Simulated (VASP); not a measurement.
# CdS (Fm-3m) in VASP: notebook

The runs below take CdS through relaxation of cell and atoms, with PBEsol.

All numbers are computed with VASP 6.6.1; they aren't measurements. Logs are shortened: lines on timing, memory, paths and dates and some standing lists are left out, and cuts for length are marked.

## 1. The cell of the first run

Symmetry: Fm-3m, No. 225, cubic system. The conventional cell has a = 5.506 Å, b = 5.506 Å, c = 5.506 Å, α = 90.00°, β = 90.00°, γ = 90.00°. Within 3.6 Å of Cd (site symmetry m-3m) lie 6 S at 2.75 Å. Within 3.6 Å of S (site symmetry m-3m) lie 6 Cd at 2.75 Å.

## 2. Relaxation of cell and atoms, PBEsol

The input, INCAR:

```
SYSTEM = CdS
PREC = Accurate ; ENCUT = 600
EDIFF = 1E-6 ; ISMEAR = -1
SIGMA = 0.1 ; LREAL = .False.
LASPH = .True. ; NELM = 60
ALGO = Normal ; ISIF = 3
LWAVE = .False. ; LCHARG = .False.
GGA = PS ; IBRION = 2
NSW = 100 ; EDIFFG = -0.002
```

The input, KPOINTS:

```
Automatic mesh
0
Gamma
  16 16 16
  0 0 0
```

The input, POSCAR:

```
CdS
1.0
    0.0000000000      2.7532440000      2.7532440000
    2.7532440000      0.0000000000      2.7532440000
    2.7532440000      2.7532440000      0.0000000000
Cd S
1 1
Direct
    0.0000000000      0.0000000000      0.0000000000
    0.5000000000      0.5000000000      0.5000000000
```

Potentials or basis: VASP PAW PBE potentials, release 64 (Cd, S).

Started as:

```console
$ cat potpaw_PBE.64/Cd/POTCAR potpaw_PBE.64/S/POTCAR > POTCAR
$ mpirun -np 1 vasp_std > vasp.out
```

OUTCAR:

```text
SYSTEM = CdS
   PREC = Accurate
   ENCUT = 600
   EDIFF = 1E-6
   ISMEAR = -1
   LREAL = .False.
   LASPH = .True.
   NELM = 60
   ISIF = 3
   GGA = PS
   IBRION = 2
   NSW = 100
   EDIFFG = -0.002

 ion  position               nearest neighbor table
   1  0.000  0.000  0.000-   2 2.75   2 2.75   2 2.75   2 2.75   2 2.75   2 2.75
   2  0.500  0.500  0.500-   1 2.75   1 2.75   1 2.75   1 2.75   1 2.75   1 2.75

  LATTYP: Found a face centered cubic cell.
 ALAT       =     5.5064880000

  Lattice vectors:

 A1 = (   0.0000000000,   2.7532440000,   2.7532440000)
 A2 = (   2.7532440000,   0.0000000000,   2.7532440000)
 A3 = (   2.7532440000,   2.7532440000,   0.0000000000)

Analysis of symmetry for initial positions (statically):
=====================================================================
 Subroutine PRICEL returns:
 Original cell was already a primitive cell.

 Routine SETGRP: Setting up the symmetry group for a
 face centered cubic supercell.

 Subroutine GETGRP returns: Found 48 space group operations
 (whereof 48 operations were pure point group operations)
 out of a pool of 48 trial point group operations.

The static configuration has the point symmetry O_h .

Analysis of symmetry for dynamics (positions and initial velocities):
=====================================================================
 Subroutine PRICEL returns:
 Original cell was already a primitive cell.

 Routine SETGRP: Setting up the symmetry group for a
 face centered cubic supercell.

 Subroutine GETGRP returns: Found 48 space group operations
 (whereof 48 operations were pure point group operations)
 out of a pool of 48 trial point group operations.

The dynamic configuration has the point symmetry O_h .

 Subroutine INISYM returns: Found 48 space group operations
 (whereof 48 operations are pure point group operations),
 and found     1 'primitive' translations

----------------------------------------------------------------------------------------

                                     Primitive cell

  volume of cell :      41.7411

  direct lattice vectors                    reciprocal lattice vectors
     0.000000000  2.753244000  2.753244000    -0.181603955  0.181603955  0.181603955
     2.753244000  0.000000000  2.753244000     0.181603955 -0.181603955  0.181603955
     2.753244000  2.753244000  0.000000000     0.181603955  0.181603955 -0.181603955

  length of vectors
     3.893675005  3.893675005  3.893675005     0.314547277  0.314547277  0.314547277

  position of ions in fractional coordinates (direct lattice)
     0.000000000  0.000000000  0.000000000
     0.500000000  0.500000000  0.500000000

  ion indices of the primitive-cell ions
   primitive index   ion index
                 1           1
                 2           2

----------------------------------------------------------------------------------------

 KPOINTS: Automatic mesh

Automatic generation of k-mesh.
 Grid dimensions read from file:
 generate k-points for:   16   16   16

 Generating k-lattice:

  Cartesian coordinates                     Fractional coordinates (reciprocal lattice)
    -0.011350247  0.011350247  0.011350247     0.062500000  0.000000000  0.000000000
     0.011350247 -0.011350247  0.011350247     0.000000000  0.062500000  0.000000000
     0.011350247  0.011350247 -0.011350247     0.000000000  0.000000000  0.062500000

  Length of vectors
     0.019659205  0.019659205  0.019659205

  Shift w.r.t. Gamma in fractional coordinates (k-lattice)
     0.000000000  0.000000000  0.000000000

 Subroutine IBZKPT returns following result:
 ===========================================

 Found    145 irreducible k-points:

 Following reciprocal coordinates:
            Coordinates               Weight
  0.000000  0.000000  0.000000      1.000000
  0.062500  0.000000  0.000000      8.000000
  0.125000  0.000000  0.000000      8.000000
  0.187500  0.000000  0.000000      8.000000
  0.250000  0.000000  0.000000      8.000000
  0.312500  0.000000  0.000000      8.000000
[... 16 lines left out ...]
[... 34 lines left out ...]
[... 145 lines left out ...]
 POSITION                                       TOTAL-FORCE (eV/Angst)
 -----------------------------------------------------------------------------------
      2.70419      0.00000      2.70419         0.000000      0.000000      0.000000
      2.70419      2.70419      2.70419        -0.000000     -0.000000     -0.000000
 -----------------------------------------------------------------------------------
    total drift:                                0.000000     -0.000000     -0.000000

  FREE ENERGIE OF THE ION-ELECTRON SYSTEM (eV)
  ---------------------------------------------------
  free  energy   TOTEN  =        -6.6503887171 eV

  energy  without entropy=       -6.6460455969  energy(sigma->0) =       -6.64821716

--------------------------------------- Ionic step        6  -------------------------------------------

 number of electron      18.0000000 magnetization

 Free energy of the ion-electron system (eV)
  ---------------------------------------------------
  ext. energy  EPLUGINS =         0.00000000
  ---------------------------------------------------
  free energy    TOTEN  =        -6.65038871 eV

  energy without entropy =       -6.64604430  energy(sigma->0) =       -6.64821651

 E-fermi :   3.4513     XC(G=0): -10.7759

 val. band max:        3.2843822721   @ k =   0.5000   0.5000   0.0000
 cond. band min:       3.4854092778   @ k =   0.4375   0.4375   0.0000
 fundamental gap:      0.2010270057
 Fermi energy:         3.4512662131

 k-point     1 :       0.0000    0.0000    0.0000
  band No.  band energies     occupation
      1      -9.9192      2.00000
      2      -4.5194      2.00000
      3      -4.5194      2.00000
      4      -4.5164      2.00000
      5      -4.5164      2.00000
      6      -4.5164      2.00000
      7       2.3254      1.99997
      8       2.3254      1.99997
      9       2.3254      1.99997
     10       4.1032      0.00294
     11      12.3171      0.00000
     12      12.3171      0.00000
     13      12.3171      0.00000

 k-point     2 :       0.0625    0.0000    0.0000
  band No.  band energies     occupation
      1      -9.8824      2.00000
      2      -4.5332      2.00000
      3      -4.5332      2.00000
      4      -4.5208      2.00000
      5      -4.5081      2.00000
      6      -4.5081      2.00000
      7       1.9131      2.00000
      8       2.3535      1.99997
      9       2.3535      1.99997
     10       4.5126      0.00005
     11      11.8538      0.00000
[... 339 lines left out ...]
 k-point    24 :      -0.0625    0.0625    0.0000
  band No.  band energies     occupation
      1      -9.8222      2.00000
      2      -4.5655      2.00000
      3      -4.5452      2.00000
      4      -4.5279      2.00000
      5      -4.5028      2.00000
      6      -4.4861      2.00000
      7       1.5060      2.00000
      8       2.2260      1.99999
      9       2.4797      1.99988
     10       5.0022      0.00000
     11      11.4556      0.00000
     12      11.9060      0.00000
     13      12.4139      0.00000

 [... further k-points ...]
[... 5 lines left out ...]
  --------------------------------------------------------------------------------------
  -------------------------------------------------------------------------------------
  Total        0.0000080      0.0000080      0.0000080     -0.0000000     -0.0000000      0.0000000
  in kB        0.0003223      0.0003223      0.0003223     -0.0000000     -0.0000000      0.0000000
  external PRESSURE =       0.0003223 kB  Pullay stress =       0.0000000 kB

 VOLUME and BASIS-vectors are now :
 -----------------------------------------------------------------------------
  energy-cutoff  :      600.00
  volume of cell :       39.54
      direct lattice vectors                 reciprocal lattice vectors
    -0.000000000  2.704046786  2.704046786    -0.184908043  0.184908043  0.184908043
     2.704046786  0.000000000  2.704046786     0.184908043 -0.184908043  0.184908043
     2.704046786  2.704046786 -0.000000000     0.184908043  0.184908043 -0.184908043

 POSITION                                       TOTAL-FORCE (eV/Angst)
 -----------------------------------------------------------------------------------
     -0.00000      2.70405      2.70405        -0.000000     -0.000000     -0.000000
      2.70405      2.70405      2.70405         0.000000      0.000000      0.000000
 -----------------------------------------------------------------------------------
    total drift:                               -0.000000     -0.000000     -0.000000

  FREE ENERGIE OF THE ION-ELECTRON SYSTEM (eV)
  ---------------------------------------------------
  free  energy   TOTEN  =        -6.6503887084 eV

  energy  without entropy=       -6.6460443040  energy(sigma->0) =       -6.64821651

 reached required accuracy - stopping structural energy minimisation
```

Run time: 7.7 min. Hardware: 1 thread of AMD EPYC 7R13, shared host; peak memory 0.23 GiB.

What came out:

```
Free energy                            : -6.6504 eV
Relaxed volume                         : 19.77 Å³/atom
Relaxed cell                           : a = 3.824 Å, b = 3.824 Å, c = 3.824 Å, α = 60.00°, β = 60.00°, γ = 60.00°
Space group after relaxing (to 0.05 Å) : Fm-3m (No. 225)
Energy gained by relaxing              : 14.4 meV/atom
Ionic steps                            : 6
Pressure after relaxing                : 0.0 GPa
```

The path:
```
step  energy change (eV)  largest force (eV/Å)  pressure (GPa)  volume (Å³)
   1              0.0000                0.0000           -3.99        41.74
   2             -0.0238                0.0000            1.94        38.68
   3             -0.0289                0.0000           -0.03        39.54
   4             -0.0289                0.0000            0.08        39.50
   5             -0.0289                0.0000           -0.02        39.55
   6             -0.0289                0.0000            0.00        39.54
```

Final structure:
```
Cd S
1.0
     0.00000    2.70405    2.70405
     2.70405    0.00000    2.70405
     2.70405    2.70405    0.00000
Cd S
1 1
Direct
  0.00000 0.00000 0.00000
  0.50000 0.50000 0.50000
```

Levels at points of the mesh, in eV from the Fermi level:
```csv
k point,band 5,band 6,band 7,band 8,band 9,band 10,band 11,band 12,band 13
"(0.00, 0.00, 0.00)",-7.97,-7.97,-1.13,-1.13,-1.13,0.65,8.87,8.87,8.87
"(0.50, 0.00, 0.00)",-7.73,-7.73,-5.37,-0.29,-0.29,3.03,5.48,5.48,6.76
"(0.50, 0.50, 0.00)",-7.66,-6.91,-4.85,-2.62,-2.62,-0.17,5.56,9.67,11.12
```

Caveat: the PAW data sets were made with another functional, which shifts forces and pressure a little.

## 3. Relaxation of cell and atoms, PBEsol, target pressure 4 GPa, at which the enthalpy is minimised

This run uses another cell than the first one, of 19.66 Å³/atom, 0.942 times its volume.

The input, INCAR:

```
SYSTEM = CdS
PREC     = Accurate       ! precision mode
ENCUT    = 600            ! plane-wave cutoff, eV
EDIFF    = 1E-6           ! SCF threshold, eV
ISMEAR   = -1             ! smearing method
SIGMA    = 0.1            ! smearing width, eV
LREAL    = .FALSE.        ! projectors in reciprocal space
LASPH    = .TRUE.         ! aspherical terms in the spheres
NELM     = 60             ! most SCF steps
ALGO     = Normal         ! electronic algorithm
ISIF     = 3              ! what is computed and relaxed
LWAVE    = .FALSE.        ! write WAVECAR
LCHARG   = .FALSE.        ! write CHGCAR
GGA      = PS             ! functional
IBRION   = 2              ! ionic algorithm
NSW      = 100            ! ionic steps
EDIFFG   = -0.002         ! ionic threshold
PSTRESS  = 40.0
```

The input, KPOINTS:

```
Automatic mesh
0
G
  16 16 16
  0 0 0
```

The input, POSCAR:

```
CdS
1.0
    0.0000000000      2.6987645878      2.6987645878
    2.6987645878      0.0000000000      2.6987645878
    2.6987645878      2.6987645878      0.0000000000
Cd S
1 1
Direct
    0.0000000000      0.0000000000      0.0000000000
    0.5000000000      0.5000000000      0.5000000000
```

Potentials or basis: VASP PAW PBE potentials, release 64 (Cd, S).

Started as:

```console
$ cat potpaw_PBE.64/Cd/POTCAR potpaw_PBE.64/S/POTCAR > POTCAR
$ mpirun -np 1 vasp_std > vasp.out
```

Run time: 6.9 min. Hardware: 1 thread of AMD EPYC 7R13, shared host; peak memory 0.22 GiB.

Results (log left out):

```
Free energy                                            : -6.6292 eV
Relaxed volume                                         : 18.94 Å³/atom
Relaxed cell                                           : a = 3.770 Å, b = 3.770 Å, c = 3.770 Å, α = 60.00°, β = 60.00°, γ = 60.00°
Space group after relaxing (to 0.05 Å)                 : Fm-3m (No. 225)
Energy change on relaxing (the enthalpy is what falls) : +9.8 meV/atom
Ionic steps                                            : 6
Pressure after relaxing                                : 4.0 GPa
```

The path:
```
step  energy change (eV)  largest force (eV/Å)  pressure (GPa)  volume (Å³)
   1              0.0000                0.0000            0.50        39.31
   2              0.0516                0.0000            6.80        36.92
   3              0.0195                0.0000            3.95        37.88
   4              0.0202                0.0000            4.05        37.85
   5              0.0194                0.0000            3.98        37.88
   6              0.0197                0.0000            4.01        37.87
```

Final structure:
```
Cd S
1.0
     0.00000    2.66547    2.66547
     2.66547    0.00000    2.66547
     2.66547    2.66547    0.00000
Cd S
1 1
Direct
  0.00000 0.00000 0.00000
  0.50000 0.50000 0.50000
```

Levels at points of the mesh, in eV from the Fermi level:
```csv
k point,band 6,band 7,band 8,band 9,band 10,band 11,band 12,band 13
"(0.00, 0.00, 0.00)",-8.08,-1.22,-1.22,-1.22,0.87,8.88,8.88,8.88
"(0.50, 0.00, 0.00)",-7.81,-5.56,-0.28,-0.28,2.99,5.44,5.44,7.14
"(0.50, 0.50, 0.00)",-6.88,-5.16,-2.80,-2.80,-0.17,5.50,9.97,11.46
```

Caveat: the cell is relaxed towards a set pressure, so the enthalpy falls and the energy may rise; the PAW data sets were made with another functional, which shifts forces and pressure a little.

## 4. Relaxation of cell and atoms, PBEsol, target pressure 7 GPa, at which the enthalpy is minimised

This run uses another cell than the first one, of 19.66 Å³/atom, 0.942 times its volume.

The input, INCAR:

```
ALGO = Normal ; EDIFF = 1E-6
EDIFFG = -0.002 ; ENCUT = 600
GGA = PS ; IBRION = 2
ISIF = 3 ; ISMEAR = -1
LASPH = True ; LCHARG = False
LREAL = False ; LWAVE = False
NELM = 80 ; NSW = 100
PREC = Accurate ; PSTRESS = 70.0
SIGMA = 0.1
```

The input, KPOINTS:

```
k-points
0
Gamma
  16 16 16
```

POSCAR is that of step 3.

Started as:

```console
$ cat potpaw_PBE.64/Cd/POTCAR potpaw_PBE.64/S/POTCAR > POTCAR
$ mpirun -np 1 vasp_std > vasp.out
```

Wall time 8 min (1 thread of AMD EPYC 7R13, shared host); peak memory 0.22 GiB.

The run converged. Its results:

* Free energy: -6.5944 eV
* Relaxed volume: 18.43 Å³/atom
* Relaxed cell: a = 3.735 Å, b = 3.735 Å, c = 3.735 Å, α = 60.00°, β = 60.00°, γ = 60.00°
* Space group after relaxing (to 0.05 Å): Fm-3m (No. 225)
* Energy change on relaxing (the enthalpy is what falls): +27.2 meV/atom
* Ionic steps: 6
* Pressure after relaxing: 7.0 GPa

The path:
| step | energy change (eV) | largest force (eV/Å) | pressure (GPa) | volume (Å³) |
| --- | --- | --- | --- | --- |
| 1 | 0.0000 | 0.0000 | 0.50 | 39.31 |
| 2 | 0.1769 | 0.0000 | 13.94 | 34.95 |
| 3 | 0.0539 | 0.0000 | 6.95 | 36.87 |
| 4 | 0.0560 | 0.0000 | 7.08 | 36.82 |
| 5 | 0.0541 | 0.0000 | 6.96 | 36.86 |
| 6 | 0.0545 | 0.0000 | 6.99 | 36.85 |

Final structure:
```
CELL_PARAMETERS angstrom
0.00000 2.64132 2.64132
2.64132 0.00000 2.64132
2.64132 2.64132 0.00000
ATOMIC_POSITIONS crystal
Cd 0.00000 0.00000 0.00000
S 0.50000 0.50000 0.50000
```

Levels at points of the mesh, in eV from the Fermi level:
```
           k point  band 7  band 8  band 9  band 10  band 11  band 12
(0.00, 0.00, 0.00)   -1.28   -1.28   -1.28     1.01     8.89     8.89
(0.50, 0.00, 0.00)   -5.68   -0.27   -0.27     2.96     5.42     5.42
(0.50, 0.50, 0.00)   -5.36   -2.92   -2.92    -0.18     5.46    10.16
```

Caveat: the cell is relaxed towards a set pressure, so the enthalpy falls and the energy may rise; the PAW data sets were made with another functional, which shifts forces and pressure a little.

## 5. Relaxation of cell and atoms, PBEsol, target pressure 10 GPa, at which the enthalpy is minimised

This run uses another cell than the first one, of 19.66 Å³/atom, 0.942 times its volume.

The input, INCAR:

```
ALGO = Normal ; EDIFF = 1E-7
EDIFFG = -0.002 ; ENCUT = 600
GGA = PS ; IBRION = 2
ISIF = 3 ; ISMEAR = -1
LASPH = True ; LCHARG = False
LREAL = False ; LWAVE = False
NELM = 80 ; NSW = 100
PREC = Accurate ; PSTRESS = 100.0
SIGMA = 0.1
```

KPOINTS is that of step 4.

POSCAR is that of step 4.

Started as:

```console
$ cat potpaw_PBE.64/Cd/POTCAR potpaw_PBE.64/S/POTCAR > POTCAR
$ mpirun -np 1 vasp_std > vasp.out
```

Wall time 8.7 min (1 thread of AMD EPYC 7R13, shared host); peak memory 0.22 GiB.

It converged, with:

```yaml
Free_energy: -6.5473 eV
Relaxed_volume: 17.98 Å³/atom
Relaxed_cell: a = 3.705 Å, b = 3.705 Å, c = 3.705 Å, α = 60.00°, β = 60.00°, γ = 60.00°
Space_group_after_relaxing_to_0.05_Å: Fm-3m (No. 225)
Energy_change_on_relaxing_the_enthalpy_is_what_falls: +50.8 meV/atom
Ionic_steps: 6
Pressure_after_relaxing: 10.0 GPa
```

The path:
```csv
step,energy change (eV),largest force (eV/Å),pressure (GPa),volume (Å³)
1,0.0000,0.0000,0.50,39.31
2,0.3941,0.0000,23.10,33.05
3,0.0988,0.0000,9.84,36.01
4,0.1027,0.0000,10.07,35.94
5,0.1005,0.0000,9.94,35.98
6,0.1016,0.0000,10.00,35.96
```

Final structure:
```
Cd S
1.0
     0.00000    2.61982    2.61982
     2.61982    0.00000    2.61982
     2.61982    2.61982    0.00000
Cd S
1 1
Direct
  0.00000 0.00000 0.00000
  0.50000 0.50000 0.50000
```

Levels at points of the mesh, in eV from the Fermi level:
| k point | band 5 | band 6 | band 7 | band 8 | band 9 | band 10 | band 11 | band 12 | band 13 |
| --- | --- | --- | --- | --- | --- | --- | --- | --- | --- |
| (0.00, 0.00, 0.00) | -8.24 | -8.24 | -1.34 | -1.34 | -1.34 | 1.15 | 8.89 | 8.89 | 8.89 |
| (0.50, 0.00, 0.00) | -7.93 | -7.93 | -5.79 | -0.26 | -0.26 | 2.93 | 5.39 | 5.39 | 7.63 |
| (0.50, 0.50, 0.00) | -7.84 | -6.86 | -5.55 | -3.04 | -3.04 | -0.18 | 5.42 | 10.33 | 11.88 |

Caveat: the cell is relaxed towards a set pressure, so the enthalpy falls and the energy may rise; the PAW data sets were made with another functional, which shifts forces and pressure a little.

## 6. Summary

```csv
cell,pressure (GPa)
"relaxed from a = 3.894 Å, angles 60.0°, 2 atoms",0.0
"relaxed to 4 GPa from a = 3.817 Å, angles 60.0°, 2 atoms",4.0
"relaxed to 7 GPa from a = 3.817 Å, angles 60.0°, 2 atoms",7.0
"relaxed to 10 GPa from a = 3.817 Å, angles 60.0°, 2 atoms",10.0
```

Alike in all rows: task relaxation of cell and atoms; level PBEsol; potentials or basis VASP PAW PBE potentials, release 64 (Cd, S); no spin polarisation; k mesh 16 × 16 × 16; cutoff (eV) 600; smearing fermi-dirac 0.1 eV.

Caveats: the PAW data sets were made with another functional, which shifts forces and pressure a little; the cell is relaxed towards a set pressure, so the enthalpy falls and the energy may rise (some runs).

Absolute energies hang on the potentials; compare differences alone.
